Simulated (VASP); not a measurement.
A run of VASP 6.6.1:

INCAR

```
SYSTEM = TeO
  PREC = Accurate
  ENCUT = 600
  EDIFF = 1E-6
  ISMEAR = 0
  SIGMA = 0.1
  LREAL = .False.
  LASPH = .True.
  NELM = 120
  ALGO = Normal
  ISIF = 2
  LWAVE = .False.
  LCHARG = .False.
  GGA = PE
  NBANDS = 13
  GGA_COMPAT = .False.
```

Contents of KPOINTS:

```
Automatic mesh
0
Gamma
  6 6 6
  0 0 0
```

File POSCAR:

```
TeO
1.0
    0.0000000000      2.8267286147      2.8267286147
    2.8267286147      0.0000000000      2.8267286147
    2.8267286147      2.8267286147      0.0000000000
Te O
1 1
Direct
    0.0000000000      0.0000000000      0.0000000000
    0.7500000000      0.7500000000      0.7500000000
```

Potentials or basis: VASP PAW PBE potentials, release 64 (Te, O).

Command:

```bash
$ cat potpaw_PBE.64/Te/POTCAR potpaw_PBE.64/O/POTCAR > POTCAR
$ mpirun -np 1 vasp_std > vasp.out
```

Hardware: 1 thread of Intel Xeon 8259CL (shared host).

Estimate the wall time of this run.

Run time: 26 s on 1 thread of Intel Xeon 8259CL, on a shared host, peak memory 0.18 GiB. Counts: scf iterations 16, k points 16.
